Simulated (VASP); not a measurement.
# CaMg (Pmmm) in VASP: a series of runs

CaMg is run at these levels: LDA; tasks: single point.

Everything below comes from runs of VASP 6.6.1. Logs are shortened: lines on timing, memory, paths and dates and some standing lists are left out, and cuts for length are marked.

### 1 The cell of the first run

It takes space group Pmmm (No. 47, orthorhombic). Conventional cell: a = 3.371 Å, b = 3.966 Å, c = 4.561 Å, α = 90.00°, β = 90.00°, γ = 90.00°. Within 4.6 Å of Ca (site symmetry mmm) lie 6 Ca at 3.37 to 4.56 Å and 8 Mg at 3.46 Å. Mg (site symmetry mmm) has 6 Mg at 3.37 to 4.56 Å and 8 Ca at 3.46 Å within 4.6 Å.

### 2 Single point, LDA (strain -0.1500 x Voigt [1, -1, 0, 0, 0, 0])

Input file INCAR:

```
ALGO     = Fast           # electronic algorithm
EDIFF    = 1E-6           # SCF threshold, eV
ENCUT    = 520            # plane-wave cutoff, eV
ISIF     = 2              # what is computed and relaxed
ISMEAR   = 0              # smearing method
LASPH    = T              # aspherical terms in the spheres
LCHARG   = F              # write CHGCAR
LREAL    = F              # projectors in reciprocal space
LWAVE    = F              # write WAVECAR
NBANDS   = 13             # bands
NELM     = 80             # most SCF steps
PREC     = Accurate       # precision mode
SIGMA    = 0.15           # smearing width, eV
```

Input file KPOINTS:

```
k-points
0
Gamma
  12 12 12
```

Input file POSCAR:

```
CaMg
1.0
    3.3712173000      0.0000000000      0.0000000000
    0.0000000000      4.5610587000      0.0000000000
    0.0000000000      0.0000000000      3.9661380000
Ca Mg
1 1
Direct
    0.0000000000      0.0000000000      0.0000000000
    0.5000000000      0.5000000000      0.5000000000
```

Potentials or basis: VASP PAW LDA potentials, release 64 (Ca_sv, Mg).

On the command line:

```sh
cat potpaw_LDA.64/Ca_sv/POTCAR potpaw_LDA.64/Mg/POTCAR > POTCAR
mpirun -np 1 vasp_std > vasp.out
```

OUTCAR:

```text
EDIFF = 1E-6
   ENCUT = 520
   ISIF = 2
   ISMEAR = 0
   LASPH = T
   LREAL = F
   NELM = 80
   PREC = Accurate

 ion  position               nearest neighbor table
   1  0.000  0.000  0.000-
   2  0.500  0.500  0.500-

  LATTYP: Found a simple orthorhombic cell.
 ALAT       =     3.3712173000
 B/A-ratio  =     1.1764705882
 C/A-ratio  =     1.3529411765

  Lattice vectors:

 A1 = (  -3.3712173000,   0.0000000000,   0.0000000000)
 A2 = (   0.0000000000,   0.0000000000,   3.9661380000)
 A3 = (   0.0000000000,   4.5610587000,   0.0000000000)

Analysis of symmetry for initial positions (statically):
=====================================================================
 Subroutine PRICEL returns:
 Original cell was already a primitive cell.

 Routine SETGRP: Setting up the symmetry group for a
 simple orthorhombic supercell.

 Subroutine GETGRP returns: Found  8 space group operations
 (whereof  8 operations were pure point group operations)
 out of a pool of  8 trial point group operations.

The static configuration has the point symmetry D_2h.

Analysis of symmetry for dynamics (positions and initial velocities):
=====================================================================
 Subroutine PRICEL returns:
 Original cell was already a primitive cell.

 Routine SETGRP: Setting up the symmetry group for a
 simple orthorhombic supercell.

 Subroutine GETGRP returns: Found  8 space group operations
 (whereof  8 operations were pure point group operations)
 out of a pool of  8 trial point group operations.

The dynamic configuration has the point symmetry D_2h.

 Subroutine INISYM returns: Found  8 space group operations
 (whereof  8 operations are pure point group operations),
 and found     1 'primitive' translations

----------------------------------------------------------------------------------------

                                     Primitive cell

  volume of cell :      60.9846

  direct lattice vectors                    reciprocal lattice vectors
     3.371217300  0.000000000  0.000000000     0.296628758  0.000000000  0.000000000
     0.000000000  4.561058700  0.000000000     0.000000000  0.219247343  0.000000000
     0.000000000  0.000000000  3.966138000     0.000000000  0.000000000  0.252134444

  length of vectors
     3.371217300  4.561058700  3.966138000     0.296628758  0.219247343  0.252134444

  position of ions in fractional coordinates (direct lattice)
     0.000000000  0.000000000  0.000000000
     0.500000000  0.500000000  0.500000000

  ion indices of the primitive-cell ions
   primitive index   ion index
                 1           1
                 2           2

----------------------------------------------------------------------------------------

 KPOINTS: k-points

Automatic generation of k-mesh.
 Grid dimensions read from file:
 generate k-points for:   12   12   12

 Generating k-lattice:

  Cartesian coordinates                     Fractional coordinates (reciprocal lattice)
     0.024719063  0.000000000  0.000000000     0.083333333  0.000000000  0.000000000
     0.000000000  0.018270612  0.000000000     0.000000000  0.083333333  0.000000000
     0.000000000  0.000000000  0.021011204     0.000000000  0.000000000  0.083333333

  Length of vectors
     0.024719063  0.018270612  0.021011204

  Shift w.r.t. Gamma in fractional coordinates (k-lattice)
     0.000000000  0.000000000  0.000000000

 Subroutine IBZKPT returns following result:
 ===========================================

 Found    343 irreducible k-points:

 Following reciprocal coordinates:
            Coordinates               Weight
  0.000000  0.000000  0.000000      1.000000
  0.083333  0.000000  0.000000      2.000000
  0.166667  0.000000  0.000000      2.000000
  0.250000  0.000000  0.000000      2.000000
  0.333333  0.000000  0.000000      2.000000
  0.416667  0.000000  0.000000      2.000000
[... 16 lines left out ...]
  0.083333  0.250000  0.000000      4.000000
  0.166667  0.250000  0.000000      4.000000
 [... further k-points ...]
   k-points           NKPTS =    343   k-points in BZ     NKDIM =    343   number of bands    NBANDS=     13
   number of dos      NEDOS =    301   number of ions     NIONS =      2
   total plane-waves  NPLWV =  30240
   dimension x,y,z NGX =    28 NGY =   36 NGZ =   30
   dimension x,y,z NGXF=    56 NGYF=   72 NGZF=   60
   ions per type =               1   1
   NGX,Y,Z   is equivalent  to a cutoff of  13.81, 13.12, 12.57 a.u.
   NGXF,Y,Z  is equivalent  to a cutoff of  27.62, 26.24, 25.15 a.u.
 SYSTEM =  unknown system
   PREC   = accura    normal or accurate (medium, high low for compatibility)
   ISTART =      0    job   : 0-new  1-cont  2-samecut
   ICHARG =      2    charge: 1-file 2-atom 10-const
   ISPIN  =      1    spin polarized calculation?
   LNONCOLLINEAR =      F non collinear calculations
   LSORBIT =      F    spin-orbit coupling
   LASPH  =      T    aspherical Exc in radial PAW
   ENCUT  =  520.0 eV  38.22 Ry    6.18 a.u.   6.27  8.48  7.37*2*pi/ulx,y,z
   NELM   =     80;   NELMIN=  2; NELMDL= -5     # of ELM steps
   EDIFF  = 0.1E-05   stopping-criterion for ELM
   LREAL  =      F    real-space projection
[... 7 lines left out ...]
   TEBEG  =    0.0;   TEEND  =   0.0 temperature during run
   PSTRESS=    0.0 pullay stress
   NELECT =      12.0000    total number of electrons
   NUPDOWN=      -1.0000    fix difference up-down
   EMIN   =  10.00;   EMAX   =-10.00  energy-range for DOS
   EFERMI =   0.00;   METHOD = LEGACY
   ISMEAR =     0;   SIGMA  =   0.15  broadening in eV -4-tet -1-fermi 0-gaus
   EFERMI_NEDOS =   21; number of points for ismear=-14 and -15
   IALGO  =     68    algorithm
   IMIX   =      4    mixing-type and parameters
     AMIX     =   0.40;   BMIX     =  1.00
     AMIX_MAG =   1.60;   BMIX_MAG =  1.00
  volume/ion in A,a.u.               =      30.49       205.77
  Fermi-wavevector in a.u.,A,eV,Ry     =   0.952201  1.799398 12.336215  0.906686
  Thomas-Fermi vector in A             =   2.080742
   LORBIT       =      0    0 simple, 1 ext, 2 COOP (PROOUT), +10 PAW based schemes
   GGA     = CA    functional components
   LHFCALC =     F    Hartree Fock is set to
   AEXX    =    0.0000 exact exchange contribution
   IVDW    =     0    specifies the selected vdW correction
   LEPSILON=     F    determine dielectric tensor
   LRPA    =     F    only Hartree local field effects (RPA)
 non-spin polarized calculation
 RMM-DIIS sequential band-by-band and
 Gauss-broadening in eV      SIGMA  =   0.15
  energy-cutoff  :      520.00
  volume of cell :       60.98
 maximum number of plane-waves:      1662
 NGX is ok and might be reduce to    28
   NGX = 13   NGY = 17   NGZ = 15

 number of electron      11.9999999 magnetization

 Free energy of the ion-electron system (eV)
  ---------------------------------------------------
  ext. energy  EPLUGINS =         0.00000000
  ---------------------------------------------------
  free energy    TOTEN  =        -4.14908260 eV

  energy without entropy =       -4.12805841  energy(sigma->0) =       -4.13857051

 E-fermi :   2.1217     XC(G=0):  -8.4552

 val. band max:        2.1214671962   @ k =   0.4167   0.3333   0.5000
 cond. band min:       2.1269633442   @ k =   0.3333   0.3333   0.5000
 fundamental gap:      0.0054961480
 Fermi energy:         2.1216705946

 k-point     1 :       0.0000    0.0000    0.0000
  band No.  band energies     occupation
      1     -38.9546      2.00000
      2     -20.2472      2.00000
      3     -20.2033      2.00000
      4     -20.1515      2.00000
      5      -3.0925      2.00000
      6       2.5325      0.00011
      7       3.0815      0.00000
      8       3.8718      0.00000
      9       5.3099      0.00000
     10       6.0315      0.00000
     11       6.1793      0.00000
     12       6.4566      0.00000
     13       8.1562      0.00000

 k-point     2 :       0.0833    0.0000    0.0000
  band No.  band energies     occupation
      1     -38.9525      2.00000
      2     -20.2447      2.00000
      3     -20.2009      2.00000
      4     -20.1740      2.00000
      5      -2.9917      2.00000
      6       2.6160      0.00000
      7       3.1384      0.00000
      8       3.8286      0.00000
      9       5.3415      0.00000
     10       5.7153      0.00000
     11       6.2100      0.00000
     12       6.7673      0.00000
     13       8.1935      0.00000

 k-point     3 :       0.1667    0.0000    0.0000
  band No.  band energies     occupation
      1     -38.9465      2.00000
      2     -20.2378      2.00000
      3     -20.2350      2.00000
      4     -20.1947      2.00000
      5      -2.6935      2.00000
      6       2.8361      0.00000
      7       3.2424      0.00000
      8       3.7030      0.00000
      9       5.2589      0.00000
     10       5.4303      0.00000
     11       6.3286      0.00000
     12       7.2410      0.00000
     13       7.2751      0.00000
[... 305 lines left out ...]
 k-point    23 :       0.0833    0.2500    0.0000
  band No.  band energies     occupation
      1     -38.9522      2.00000
      2     -20.2539      2.00000
      3     -20.2003      2.00000
      4     -20.1736      2.00000
      5      -2.5143      2.00000
      6       0.9995      2.00000
      7       3.2889      0.00000
      8       4.6079      0.00000
      9       4.6758      0.00000
     10       5.8042      0.00000
     11       6.1420      0.00000
     12       7.6094      0.00000
     13       8.6754      0.00000

 k-point    24 :       0.1667    0.2500    0.0000
  band No.  band energies     occupation
      1     -38.9462      2.00000
      2     -20.2467      2.00000
      3     -20.2343      2.00000
      4     -20.1940      2.00000
      5      -2.2302      2.00000
      6       1.2390      2.00000
      7       3.4039      0.00000
      8       4.4963      0.00000
      9       4.7183      0.00000
     10       5.6270      0.00000
     11       5.6290      0.00000
     12       8.0429      0.00000
     13       8.1163      0.00000

 [... further k-points ...]
[... 5 lines left out ...]
  --------------------------------------------------------------------------------------
  -------------------------------------------------------------------------------------
  Total        0.6357239     -1.1326708     -1.2265642      0.0000000      0.0000000      0.0000000
  in kB       16.7016314    -29.7573367    -32.2240872      0.0000000      0.0000000      0.0000000
  external PRESSURE =     -15.0932642 kB  Pullay stress =       0.0000000 kB

 VOLUME and BASIS-vectors are now :
 -----------------------------------------------------------------------------
  energy-cutoff  :      520.00
  volume of cell :       60.98
      direct lattice vectors                 reciprocal lattice vectors
     3.371217300  0.000000000  0.000000000     0.296628758  0.000000000  0.000000000
     0.000000000  4.561058700  0.000000000     0.000000000  0.219247343  0.000000000
     0.000000000  0.000000000  3.966138000     0.000000000  0.000000000  0.252134444

 POSITION                                       TOTAL-FORCE (eV/Angst)
 -----------------------------------------------------------------------------------
      0.00000      0.00000      0.00000         0.000000      0.000000      0.000000
      1.68561      2.28053      1.98307         0.000000      0.000000      0.000000
 -----------------------------------------------------------------------------------
    total drift:                               -0.000000     -0.000000     -0.000000

  FREE ENERGIE OF THE ION-ELECTRON SYSTEM (eV)
  ---------------------------------------------------
  free  energy   TOTEN  =        -4.1490826038 eV

  energy  without entropy=       -4.1280584135  energy(sigma->0) =       -4.13857051
```

It took 2.5 min on 1 thread of Intel Xeon Platinum 8488C (Sapphire Rapids), shared host; peak memory 0.41 GiB.

Results:

```yaml
Free_energy: -4.1491 eV
Pressure: -1.5 GPa
Band_gap_on_the_k_mesh: zero (bands 6 and 7 overlap by 1.57 eV)
```

Stress tensor (GPa, compression positive):
```
 1.67  0.00  0.00
 0.00 -2.98  0.00
 0.00  0.00 -3.22
```

Levels at points of the mesh, in eV from the Fermi level:
```
           k point  band 4  band 5  band 6  band 7  band 8  band 9
(0.00, 0.00, 0.00)  -22.27   -5.21    0.41    0.96    1.75    3.19
(0.50, 0.00, 0.00)  -22.29   -1.96   -1.87    1.03    2.03    2.07
(0.00, 0.50, 0.00)  -22.27   -3.67   -2.91    1.26    2.09    3.20
(0.50, 0.50, 0.00)  -22.29   -1.69   -0.37    0.21    0.47    2.30
(0.00, 0.00, 0.50)  -22.27   -3.04   -2.49    0.90    1.25    3.59
(0.50, 0.00, 0.50)  -22.32   -1.29    0.16    0.58    0.89    1.70
(0.00, 0.50, 0.50)  -22.27   -2.53   -0.85   -0.67   -0.36    3.28
(0.50, 0.50, 0.50)  -22.34   -0.37   -0.22   -0.14    1.63    2.91
```

Caveat: the cell differs from its parent crystal (strain -0.1500 x Voigt [1, -1, 0, 0, 0, 0]).

### 3 Single point, LDA (strain +0.1312 x Voigt [1, -1, 0, 0, 0, 0])

Input file INCAR:

```
PREC     = Accurate       # precision mode
ENCUT    = 520            # plane-wave cutoff, eV
EDIFF    = 1E-6           # SCF threshold, eV
ISMEAR   = 0              # smearing method
SIGMA    = 0.15           # smearing width, eV
LREAL    = False          # projectors in reciprocal space
LASPH    = True           # aspherical terms in the spheres
NELM     = 60             # most SCF steps
ALGO     = Fast           # electronic algorithm
ISIF     = 2              # what is computed and relaxed
LWAVE    = False          # write WAVECAR
LCHARG   = False          # write CHGCAR
GGA      = CA             # functional
NBANDS   = 13             # bands
```

Input file KPOINTS:

```
regular mesh
0
Gamma
  12 12 12
```

Input file POSCAR:

```
CaMg
1.0
    4.4864953056      0.0000000000      0.0000000000
    0.0000000000      3.4457806944      0.0000000000
    0.0000000000      0.0000000000      3.9661380000
Ca Mg
1 1
Direct
    0.0000000000      0.0000000000      0.0000000000
    0.5000000000      0.5000000000      0.5000000000
```

Potentials or basis: VASP PAW LDA potentials, release 64 (Ca_sv, Mg).

On the command line:

```sh
cat potpaw_LDA.64/Ca_sv/POTCAR potpaw_LDA.64/Mg/POTCAR > POTCAR
mpirun -np 1 vasp_std > vasp.out
```

It took 2.1 min on 1 thread of Intel Xeon Platinum 8488C (Sapphire Rapids), shared host; peak memory 0.41 GiB.

Results (log left out):

| Property | Result |
| --- | --- |
| Free energy | -4.1777 eV |
| Pressure | -1.7 GPa |
| Band gap on the k mesh | zero (bands 6 and 7 overlap by 1.48 eV) |

Stress tensor (GPa, compression positive):
```
-2.89  0.00  0.00
 0.00  0.83  0.00
 0.00  0.00 -2.99
```

Levels at points of the mesh, in eV from the Fermi level:
```tsv
k point	band 4	band 5	band 6	band 7	band 8	band 9
(0.00, 0.00, 0.00)	-22.29	-5.19	0.51	0.99	1.99	3.25
(0.50, 0.00, 0.00)	-22.28	-3.58	-2.85	1.33	2.11	3.35
(0.00, 0.50, 0.00)	-22.30	-2.11	-1.95	1.16	1.98	2.11
(0.50, 0.50, 0.00)	-22.30	-1.74	-0.38	0.11	0.42	2.38
(0.00, 0.00, 0.50)	-22.28	-3.01	-2.48	1.06	1.35	3.42
(0.50, 0.00, 0.50)	-22.28	-2.44	-0.79	-0.62	-0.28	3.45
(0.00, 0.50, 0.50)	-22.32	-1.37	0.10	0.44	0.81	1.83
(0.50, 0.50, 0.50)	-22.34	-0.36	-0.24	-0.17	1.55	2.87
```

Caveat: the cell differs from its parent crystal (strain +0.1312 x Voigt [1, -1, 0, 0, 0, 0]).

[end of part 1 of 2]
